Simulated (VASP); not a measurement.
**Si2Mo: relaxation of the atoms with PBEsol**

The system is Si2Mo.

```xyz
3
Lattice="-1.6000 1.6000 3.9305 1.6000 -1.6000 3.9305 1.6000 1.6000 -3.9305" Properties=species:S:1:pos:R:3 pbc="T T T"
Mo    0.0000    0.0000    0.0000
Si    0.0000    0.0000    5.2433
Si    0.0000    0.0000    2.6177
```

- Program: VASP 6.6.1
- Task: relaxation of the atoms
- Functional: PBEsol
- Potentials or basis: VASP PAW PBE potentials, release 64 (Mo_sv, Si)
- Cutoff: 520 eV
- k mesh: 10 × 10 × 10
- Occupations: fermi-dirac, width 0.05 eV
- Spin: no spin polarisation
- Dipole correction: no
- Further INCAR settings: ALGO = Normal; EDIFF = 1e-07; IBRION = 2; EDIFFG = -0.01; NSW = 60

```json
{
 "Energy gained by relaxing": "2.1 meV/atom",
 "Ionic steps": "3",
 "Pressure after relaxing": "-2.1 GPa",
 "Band gap on the k mesh": "zero (bands 11 and 12 overlap by 0.91 eV)"
}
```

Stress tensor (GPa, compression positive):
```
-1.64  0.00  0.00
 0.00 -1.64  0.00
 0.00  0.00 -2.88
```

The path:
```
step  energy change (eV)  largest force (eV/Å)  pressure (GPa)
   1              0.0000                0.3396           -2.36
   2             -0.0063                0.0435           -2.09
   3             -0.0064                0.0000           -2.05
```

Final structure:
```yaml
crystal:
  lattice:
    - [-1.60000, 1.60000, 3.93050]
    - [1.60000, -1.60000, 3.93050]
    - [1.60000, 1.60000, -3.93050]
  atoms:
    - { symbol: Mo, position: [0.00000, 0.00000, 0.00000] }
    - { symbol: Si, position: [0.66462, 0.66462, 0.00000] }
    - { symbol: Si, position: [0.33538, 0.33538, 0.00000] }
```

Levels at points of the mesh, in eV from the Fermi level:
```tsv
k point	band 8	band 9	band 10	band 11	band 12	band 13	band 14	band 15
(0.00, 0.00, 0.00)	-3.06	-2.56	-2.56	0.42	3.22	3.22	3.56	3.56
(0.50, 0.00, 0.00)	-4.46	-2.55	-2.53	-0.46	2.29	3.17	4.09	4.19
(0.50, 0.50, 0.00)	-5.14	-4.39	-3.04	-1.19	2.35	2.76	3.17	3.36
(0.50, 0.50, 0.50)	-2.16	-0.54	-0.54	-0.41	-0.41	0.55	4.73	5.14
```

It took 99 s on 1 thread of Intel(R) Xeon(R) Platinum 8488C (Sapphire Rapids) (shared host), peak memory 0.24 GiB.

Caveat: the PAW data sets were made with another functional, which shifts forces and pressure a little.
